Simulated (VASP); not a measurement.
# CO2 (e600) (Pa-3) in VASP: further runs, part 2 of 2

VASP 6.6.1. Earlier steps stand in the parts before.

**3. Single point, PBE+D3(BJ)**

This run uses another cell than the first one, of 15.52 Å³/atom, 1.044 times its volume.

Input file INCAR:

```
  PREC = Accurate
  ENCUT = 520
  EDIFF = 1E-7
  ISMEAR = 0
  SIGMA = 0.1
  LREAL = F
  LASPH = T
  NELM = 80
  ALGO = Normal
  ISIF = 2
  LWAVE = F
  LCHARG = T
  GGA = PE
  IVDW = 12
  LELF = T
  LVHAR = T
  NBANDS = 44
```

Input file KPOINTS:

```
Automatic mesh
0
Gamma
  4 4 4
```

Input file POSCAR:

```
CO2
1.0
    5.7111048815      0.0000000000      0.0000000000
    0.0000000000      5.7111048815      0.0000000000
    0.0000000000      0.0000000000      5.7111048815
C O
4 8
Direct
    0.0000000000      0.0000000000      0.0000000000
    0.5000000000      0.0000000000      0.5000000000
    0.5000000000      0.5000000000      0.0000000000
    0.0000000000      0.5000000000      0.5000000000
    0.1182393802      0.1182393802      0.1182393802
    0.3817606198      0.8817606198      0.6182393802
    0.6182393802      0.3817606198      0.8817606198
    0.8817606198      0.6182393802      0.3817606198
    0.8817606198      0.8817606198      0.8817606198
    0.6182393802      0.1182393802      0.3817606198
    0.3817606198      0.6182393802      0.1182393802
    0.1182393802      0.3817606198      0.6182393802
```

Potentials or basis: VASP PAW PBE potentials, release 64 (C, O).

Started as:

```sh
$ cat potpaw_PBE.64/C/POTCAR potpaw_PBE.64/O/POTCAR > POTCAR
$ mpirun -np 1 vasp_std > vasp.out
```

OUTCAR:

```text
PREC = Accurate
   ENCUT = 520
   EDIFF = 1E-7
   ISMEAR = 0
   LREAL = F
   LASPH = T
   NELM = 80
   ISIF = 2
   GGA = PE
   IVDW = 12
 IVDW          = 12

 ion  position               nearest neighbor table
   1  0.000  0.000  0.000-   5 1.17   9 1.17
   2  0.500  0.000  0.500-   6 1.17  10 1.17
   3  0.500  0.500  0.000-   7 1.17  11 1.17
   4  0.000  0.500  0.500-   8 1.17  12 1.17
   5  0.118  0.118  0.118-   1 1.17
   6  0.382  0.882  0.618-   2 1.17
   7  0.618  0.382  0.882-   3 1.17
   8  0.882  0.618  0.382-   4 1.17
   9  0.882  0.882  0.882-   1 1.17
  10  0.618  0.118  0.382-   2 1.17
  11  0.382  0.618  0.118-   3 1.17
  12  0.118  0.382  0.618-   4 1.17

  LATTYP: Found a simple cubic cell.
 ALAT       =     5.7111048815

  Lattice vectors:

 A1 = (   5.7111048815,   0.0000000000,   0.0000000000)
[... 192 lines left out ...]
 k-point     1 :       0.0000    0.0000    0.0000
  band No.  band energies     occupation
      1     -24.4607      2.00000
      2     -24.2888      2.00000
      3     -24.2888      2.00000
      4     -24.2888      2.00000
      5     -23.3462      2.00000
      6     -23.3462      2.00000
[... 506 lines left out ...]
     43       5.5978      0.00000
     44       5.5978      0.00000

------------------------ aborting loop because EDIFF is reached ----------------------------------------

 Edisp (eV)   -0.78910

 E8    (eV) :    -0.2007

  FORCE on cell =-STRESS in cart. coord.  units (eV):
  Direction    XX          YY          ZZ          XY          YZ          ZX
  --------------------------------------------------------------------------------------
  -------------------------------------------------------------------------------------
  Total       1.46587     1.46587     1.46587     0.00000     0.00000     0.00000
  in kB      12.60798    12.60798    12.60798     0.00000     0.00000     0.00000
  external pressure =       12.61 kB  Pullay stress =        0.00 kB

 VOLUME and BASIS-vectors are now :
 -----------------------------------------------------------------------------
  energy-cutoff  :      520.00
  volume of cell :      186.28
      direct lattice vectors                 reciprocal lattice vectors
     5.711104881  0.000000000  0.000000000     0.175097467  0.000000000  0.000000000
     0.000000000  5.711104881  0.000000000     0.000000000  0.175097467  0.000000000
     0.000000000  0.000000000  5.711104881     0.000000000  0.000000000  0.175097467

 POSITION                                       TOTAL-FORCE (eV/Angst)
 -----------------------------------------------------------------------------------
      0.00000      0.00000      0.00000        -0.000000      0.000000     -0.000000
      2.85555      0.00000      2.85555        -0.000000      0.000000     -0.000000
      2.85555      2.85555      0.00000        -0.000000      0.000000     -0.000000
      0.00000      2.85555      2.85555        -0.000000      0.000000     -0.000000
      0.67528      0.67528      0.67528         0.321205      0.321205      0.321205
      2.18027      5.03583      3.53083        -0.321205     -0.321205      0.321205
      3.53083      2.18027      5.03583         0.321205     -0.321205     -0.321205
      5.03583      3.53083      2.18027        -0.321205      0.321205     -0.321205
      5.03583      5.03583      5.03583        -0.321205     -0.321205     -0.321205
      3.53083      0.67528      2.18027         0.321205      0.321205     -0.321205
      2.18027      3.53083      0.67528        -0.321205      0.321205      0.321205
      0.67528      2.18027      3.53083         0.321205     -0.321205      0.321205
 -----------------------------------------------------------------------------------
    total drift:                                0.000000      0.000000     -0.000000

  FREE ENERGIE OF THE ION-ELECTRON SYSTEM (eV)
  ---------------------------------------------------
  free  energy   TOTEN  =       -92.9815159421 eV

  energy  without entropy=      -92.9815159421  energy(sigma->0) =      -92.98151594
```

Wall time 54 s (1 thread of AMD EPYC 9R45 (Zen 5), shared host); peak memory 0.25 GiB.

What came out:

```
Free energy                : -92.9815 eV
Pressure                   : 1.3 GPa
Largest force              : 0.556 eV/Å
Band gap on the k mesh     : 6.72 eV, direct
Dispersion energy per atom : -0.066 eV
```

Forces in eV/Å, atoms in the order of the input:
```
C    0.000  0.000  0.000
C    0.000  0.000  0.000
C    0.000  0.000  0.000
C    0.000  0.000  0.000
O    0.321  0.321  0.321
O   -0.321 -0.321  0.321
O    0.321 -0.321 -0.321
O   -0.321  0.321 -0.321
O   -0.321 -0.321 -0.321
O    0.321  0.321 -0.321
O   -0.321  0.321  0.321
O    0.321 -0.321  0.321
```

Levels at points of the mesh, in eV from the valence-band top:
```csv
k point,band 28,band 29,band 30,band 31,band 32,band 33,band 34,band 35,band 36,band 37
"(0.00, 0.00, 0.00)",-0.17,-0.17,-0.17,0.00,0.00,6.72,8.05,8.05,8.05,8.28
"(0.50, 0.00, 0.00)",-0.31,-0.26,-0.26,-0.07,-0.07,7.99,7.99,8.12,8.12,8.34
"(0.50, 0.50, 0.00)",-0.28,-0.24,-0.24,-0.24,-0.24,7.98,7.98,7.98,7.98,8.61
"(0.50, 0.50, 0.50)",-0.28,-0.28,-0.28,-0.28,-0.28,7.99,7.99,7.99,7.99,8.81
```

A k mesh can miss the band edges.

**4. Single point, PBE+D3(BJ)**

This run uses another cell than the first one, of 15.61 Å³/atom, 1.050 times its volume.

Input file INCAR:

```
PREC = Accurate
ENCUT = 520
EDIFF = 1E-6
ISMEAR = 0
SIGMA = 0.02
LREAL = F
LASPH = T
NELM = 80
ALGO = Normal
ISIF = 2
LWAVE = F
LCHARG = F
GGA = PE
IVDW = 12
NBANDS = 44
```

Input file KPOINTS:

```
regular mesh
0
Gamma
  4 4 4
```

Input file POSCAR:

```
CO2
1.0
    5.7221187031      0.0000000000      0.0000000000
    0.0000000000      5.7221187031      0.0000000000
    0.0000000000      0.0000000000      5.7221187031
C O
4 8
Direct
    0.0000000000      0.0000000000      0.0000000000
    0.5000000000      0.0000000000      0.5000000000
    0.5000000000      0.5000000000      0.0000000000
    0.0000000000      0.5000000000      0.5000000000
    0.1179307441      0.1179307441      0.1179307441
    0.3820692559      0.8820692559      0.6179307441
    0.6179307441      0.3820692559      0.8820692559
    0.8820692559      0.6179307441      0.3820692559
    0.8820692559      0.8820692559      0.8820692559
    0.6179307441      0.1179307441      0.3820692559
    0.3820692559      0.6179307441      0.1179307441
    0.1179307441      0.3820692559      0.6179307441
```

Potentials or basis: VASP PAW PBE potentials, release 64 (C, O).

Started as:

```sh
$ cat potpaw_PBE.64/C/POTCAR potpaw_PBE.64/O/POTCAR > POTCAR
$ mpirun -np 1 vasp_std > vasp.out
```

OUTCAR:

```text
PREC = Accurate
   ENCUT = 520
   EDIFF = 1E-6
   ISMEAR = 0
   LREAL = F
   LASPH = T
   NELM = 80
   ISIF = 2
   GGA = PE
   IVDW = 12
 IVDW          = 12

 ion  position               nearest neighbor table
   1  0.000  0.000  0.000-   5 1.17   9 1.17
   2  0.500  0.000  0.500-   6 1.17  10 1.17
   3  0.500  0.500  0.000-   7 1.17  11 1.17
   4  0.000  0.500  0.500-   8 1.17  12 1.17
   5  0.118  0.118  0.118-   1 1.17
   6  0.382  0.882  0.618-   2 1.17
   7  0.618  0.382  0.882-   3 1.17
   8  0.882  0.618  0.382-   4 1.17
   9  0.882  0.882  0.882-   1 1.17
  10  0.618  0.118  0.382-   2 1.17
  11  0.382  0.618  0.118-   3 1.17
  12  0.118  0.382  0.618-   4 1.17

  LATTYP: Found a simple cubic cell.
 ALAT       =     5.7221187031

  Lattice vectors:

 A1 = (   5.7221187031,   0.0000000000,   0.0000000000)
 A2 = (   0.0000000000,   5.7221187031,   0.0000000000)
 A3 = (   0.0000000000,   0.0000000000,   5.7221187031)

Analysis of symmetry for initial positions (statically):
=====================================================================
 Subroutine PRICEL returns:
 Original cell was already a primitive cell.

 Routine SETGRP: Setting up the symmetry group for a
 simple cubic supercell.

 Subroutine GETGRP returns: Found 24 space group operations
 (whereof  6 operations were pure point group operations)
 out of a pool of 48 trial point group operations.

The static configuration has the point symmetry S_6 .
 The point group associated with its full space group is T_h .

Analysis of symmetry for dynamics (positions and initial velocities):
=====================================================================
 Subroutine PRICEL returns:
[... 142 lines left out ...]
   LHFCALC =     F    Hartree Fock is set to
   AEXX    =    0.0000 exact exchange contribution
   IVDW    =    12    specifies the selected vdW correction
   LEPSILON=     F    determine dielectric tensor
   LRPA    =     F    only Hartree local field effects (RPA)
 non-spin polarized calculation
 Gauss-broadening in eV      SIGMA  =   0.02
  energy-cutoff  :      520.00
  volume of cell :      187.36
 maximum number of plane-waves:      5070
 NGX is ok and might be reduce to    48
   NGX = 21   NGY = 21   NGZ = 21

 number of electron      63.9999988 magnetization

 Free energy of the ion-electron system (eV)
  ---------------------------------------------------
  ext. energy  EPLUGINS =         0.00000000
  ---------------------------------------------------
  free energy    TOTEN  =       -92.19485524 eV

  energy without entropy =      -92.19485524  energy(sigma->0) =      -92.19485524

 E-fermi :  -3.8865     XC(G=0):  -7.5995

 val. band max:       -3.9739510388   @ k =   0.0000   0.0000   0.0000
 cond. band min:       2.7496115146   @ k =   0.0000   0.0000   0.0000
 fundamental gap:      6.7235625534
 Fermi energy:        -3.8865237308

 k-point     1 :       0.0000    0.0000    0.0000
  band No.  band energies     occupation
      1     -24.4967      2.00000
      2     -24.3294      2.00000
      3     -24.3294      2.00000
      4     -24.3294      2.00000
      5     -23.3855      2.00000
      6     -23.3855      2.00000
[... 506 lines left out ...]
     43       5.5620      0.00000
     44       5.5620      0.00000

------------------------ aborting loop because EDIFF is reached ----------------------------------------

 Edisp (eV)   -0.78338

 E8    (eV) :    -0.1991

  FORCE on cell =-STRESS in cart. coord.  units (eV):
  Direction    XX          YY          ZZ          XY          YZ          ZX
  --------------------------------------------------------------------------------------
  -------------------------------------------------------------------------------------
  Total       1.70089     1.70089     1.70089     0.00000     0.00000    -0.00000
  in kB      14.54512    14.54512    14.54512     0.00000     0.00000    -0.00000
  external pressure =       14.55 kB  Pullay stress =        0.00 kB

 VOLUME and BASIS-vectors are now :
 -----------------------------------------------------------------------------
  energy-cutoff  :      520.00
  volume of cell :      187.36
      direct lattice vectors                 reciprocal lattice vectors
     5.722118703  0.000000000  0.000000000     0.174760443  0.000000000  0.000000000
     0.000000000  5.722118703  0.000000000     0.000000000  0.174760443  0.000000000
     0.000000000  0.000000000  5.722118703     0.000000000  0.000000000  0.174760443

 POSITION                                       TOTAL-FORCE (eV/Angst)
 -----------------------------------------------------------------------------------
      0.00000      0.00000      0.00000         0.000000     -0.000000     -0.000000
      2.86106      0.00000      2.86106         0.000000     -0.000000     -0.000000
      2.86106      2.86106      0.00000         0.000000     -0.000000     -0.000000
      0.00000      2.86106      2.86106         0.000000     -0.000000     -0.000000
      0.67481      0.67481      0.67481         0.373053      0.373053      0.373053
      2.18625      5.04730      3.53587        -0.373053     -0.373053      0.373053
      3.53587      2.18625      5.04730         0.373053     -0.373053     -0.373053
      5.04730      3.53587      2.18625        -0.373053      0.373053     -0.373053
      5.04730      5.04730      5.04730        -0.373053     -0.373053     -0.373053
      3.53587      0.67481      2.18625         0.373053      0.373053     -0.373053
      2.18625      3.53587      0.67481        -0.373053      0.373053      0.373053
      0.67481      2.18625      3.53587         0.373053     -0.373053      0.373053
 -----------------------------------------------------------------------------------
    total drift:                                0.000000      0.000000     -0.000000

  FREE ENERGIE OF THE ION-ELECTRON SYSTEM (eV)
  ---------------------------------------------------
  free  energy   TOTEN  =       -92.9782375783 eV

  energy  without entropy=      -92.9782375783  energy(sigma->0) =      -92.97823758
```

stdout:

```text
POSCAR found type information on POSCAR C O
 POSCAR found :  2 types and      12 ions
 scaLAPACK will be used
 LDA part: xc-table for (Slater+PW92), standard interpolation
 POSCAR, INCAR and KPOINTS ok, starting setup
 FFT: planning ... GRIDC
 FFT: planning ... GRID_SOFT
 FFT: planning ... GRID
 WAVECAR not read
 entering main loop
```

Run time: 62 s. Hardware: 1 thread of AMD EPYC 9R45 (Zen 5), shared host; peak memory 0.3 GiB.

Results:

* Free energy: -92.9782 eV
* Pressure: 1.5 GPa
* Largest force: 0.646 eV/Å
* Band gap on the k mesh: 6.72 eV, direct
* Dispersion energy per atom: -0.065 eV

Forces in eV/Å, atoms in the order of the input:
```
C    0.000  0.000  0.000
C    0.000  0.000  0.000
C    0.000  0.000  0.000
C    0.000  0.000  0.000
O    0.373  0.373  0.373
O   -0.373 -0.373  0.373
O    0.373 -0.373 -0.373
O   -0.373  0.373 -0.373
O   -0.373 -0.373 -0.373
O    0.373  0.373 -0.373
O   -0.373  0.373  0.373
O    0.373 -0.373  0.373
```

Levels at points of the mesh, in eV from the valence-band top:
| k point | band 30 | band 31 | band 32 | band 33 | band 34 | band 35 |
| --- | --- | --- | --- | --- | --- | --- |
| (0.00, 0.00, 0.00) | -0.17 | 0.00 | 0.00 | 6.72 | 8.07 | 8.07 |
| (0.50, 0.00, 0.00) | -0.26 | -0.07 | -0.07 | 8.01 | 8.01 | 8.13 |
| (0.50, 0.50, 0.00) | -0.24 | -0.24 | -0.24 | 8.00 | 8.00 | 8.00 |
| (0.50, 0.50, 0.50) | -0.27 | -0.27 | -0.27 | 8.02 | 8.02 | 8.02 |

**5. The runs side by side**

| cell | smearing | gap on the mesh (eV) | pressure (GPa) | largest force (eV/Å) |
| --- | --- | --- | --- | --- |
| a = 5.630 Å, 12 atoms | gaussian 0.1 eV | 7.64 | 47.8 | 19.27 |
| a = 5.711 Å, 12 atoms | gaussian 0.1 eV | 6.72 | 1.3 | 0.56 |
| a = 5.722 Å, 12 atoms | gaussian 0.02 eV | 6.72 | 1.5 | 0.65 |

Alike in all rows: task single point; level PBE+D3(BJ); potentials or basis VASP PAW PBE potentials, release 64 (C, O); no spin polarisation; k mesh 4 × 4 × 4; cutoff (eV) 520.

Caveats: forces of over 1 eV/Å act on the atoms, so gaps and moduli don't describe the material at rest (some runs).

Total energies depend on the potentials used, so only differences within one code and one set of settings carry meaning.
